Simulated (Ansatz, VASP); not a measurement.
## GaP in VASP and in Ansatz

```
Ga P
1.0
     0.00000    2.72540    2.72540
     2.72540    0.00000    2.72540
     2.72540    2.72540    0.00000
Ga P
1 1
Direct
  0.00000 0.00000 0.00000
  0.25000 0.25000 0.25000
```

Alike in both runs: task single point; functional PBE-based screened hybrid; k mesh 4 × 4 × 4; no spin polarisation.

|  | VASP | Ansatz |
| --- | --- | --- |
| version | VASP 6.6.1 | Ansatz 0.2.0 |
| potentials or method | VASP PAW PBE potentials, release 64 (Ga_d, P) | plane waves |
| plane-wave cutoff (eV) | 520 | 420 |
| occupations | gaussian, width 0.01 eV | fixed |
| valence electrons in the cell | 18 | 18 |

|  | VASP | Ansatz | Ansatz less VASP |
| --- | --- | --- | --- |
| gap on the k mesh at the Fermi level (eV) | 3.71 | 3.65 | -0.056 |
| pressure (GPa) | -1.4 | -0.8 | +0.60 |

VASP's potentials were made for PBE, not for PBE-based screened hybrid. Ansatz's warnings: stress exchange threshold loose, stress scf threshold loose.

The k mesh is coarse, so the values compare programs but aren't converged.
